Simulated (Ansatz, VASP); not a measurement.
## Two plane-wave programs on Fe

The input POSCAR:

```
Fe
1.0
    0.0000000000      2.4985919589      2.4985919589
    2.4985919589      0.0000000000      2.4985919589
    2.4985919589      2.4985919589      0.0000000000
Fe
2
Direct
    0.1250000000      0.1250000000      0.1250000000
    0.8750000000      0.8750000000      0.8750000000
```

File INCAR.step1:

```
SYSTEM = Fe
ALGO     = Normal         ! electronic algorithm
EDIFF    = 1E-4           ! SCF threshold, eV
ENCUT    = 520            ! plane-wave cutoff, eV
GGA      = PE             ! functional
ISMEAR   = -1             ! smearing method
LASPH    = .TRUE.         ! aspherical terms in the spheres
LCHARG   = .FALSE.        ! write CHGCAR
LREAL    = .FALSE.        ! projectors in reciprocal space
LWAVE    = .TRUE.         ! write WAVECAR
NBANDS   = 15             ! bands
NELM     = 100            ! most SCF steps
PREC     = Accurate       ! precision mode
SIGMA    = 0.1            ! smearing width, eV
```

File INCAR.step2:

```
SYSTEM = Fe
ALGO     = Normal         ! electronic algorithm
EDIFF    = 1E-6           ! SCF threshold, eV
ENCUT    = 520            ! plane-wave cutoff, eV
ISIF     = 2              ! what is computed and relaxed
ISMEAR   = -1             ! smearing method
ISTART   = 1            
LASPH    = .TRUE.         ! aspherical terms in the spheres
LCHARG   = .FALSE.        ! write CHGCAR
LMIXTAU  = .TRUE.       
LREAL    = .FALSE.        ! projectors in reciprocal space
LWAVE    = .FALSE.        ! write WAVECAR
METAGGA  = R2SCAN         ! meta-GGA
NBANDS   = 15             ! bands
NELM     = 100            ! most SCF steps
PREC     = Accurate       ! precision mode
SIGMA    = 0.1            ! smearing width, eV
```

The input KPOINTS:

```
k-points
0
G
  13 13 13
  0 0 0
```

Input for Ansatz:

```yaml
crystal:
  lattice:
    - [0.0, 2.4985919589, 2.4985919589]
    - [2.4985919589, 0.0, 2.4985919589]
    - [2.4985919589, 2.4985919589, 0.0]
  atoms:
    - { symbol: Fe, position: [0.125, 0.125, 0.125] }
    - { symbol: Fe, position: [0.875, 0.875, 0.875] }
hamiltonian:
  xc: r2scan
  pseudopotentials:
    kind: paw
    azcp:
      Fe: "pseudopotentials/Fe.paw.azcp"
basis:
  ecutwfc: 500
  fft_grid_basis: typed
kpoints:
  mp_grid: { grid: [13, 13, 13], shift: [0, 0, 0] }
magnetization:
  spin_polarized: false
scf:
  occupations: { method: fermi_dirac, width: 0.1 }
  lower_state_search: "off"
output:
  stress: true
```

Alike in both runs: task single point; functional r2SCAN; k mesh 13 × 13 × 13; occupations fermi-dirac, width 0.1 eV; no spin polarisation.

|  | VASP | Ansatz |
| --- | --- | --- |
| version | VASP 6.6.1 | Ansatz 0.2.0 |
| potentials or method | VASP PAW PBE potentials, release 64 (Fe), cutoff 520 eV | plane waves (500 eV) with PAW, scalar-relativistic |
| valence electrons in the cell | 16 | 32 |

|  | VASP | Ansatz | Ansatz less VASP |
| --- | --- | --- | --- |
| pressure (GPa) | -15.6 | -15.2 | +0.39 |

VASP's potentials were made for PBE, not for r2SCAN. The functional is the same, so the differences come from potentials, cutoffs and numerics. VASP's potentials hold 16 valence electrons a cell and Ansatz's 32, so a difference there can come from the potentials and not from the codes.
